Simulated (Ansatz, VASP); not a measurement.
## KTaO3 in VASP and in Ansatz

```
CELL_PARAMETERS angstrom
4.02312 0.00000 0.00000
0.00000 4.02312 0.00000
0.00000 0.00000 4.02312
ATOMIC_POSITIONS crystal
K 0.50000 0.50000 0.50000
Ta 0.00000 0.00000 0.00000
O 0.50000 0.00000 0.00000
O 0.00000 0.50000 0.00000
O 0.00000 0.00000 0.50000
```

Alike in both runs: task single point; functional PBE; k mesh 8 × 8 × 8; occupations gaussian, width 0.02 eV; non-collinear spin, spin-orbit coupling.

|  | VASP | Ansatz |
| --- | --- | --- |
| version | VASP 6.6.1 | Ansatz 0.2.0 |
| potentials or method | VASP PAW PBE potentials, release 64 (K_sv, Ta_sv_GW, O), cutoff 600 eV | plane waves, PAW |
| valence electrons in the cell | 40 | 40 |

|  | VASP | Ansatz | Ansatz less VASP |
| --- | --- | --- | --- |
| pressure (GPa) | 0.3 | 0.0 | -0.33 |
| net moment per atom (μB) | 0.00 | 0.00 | 0.000 |
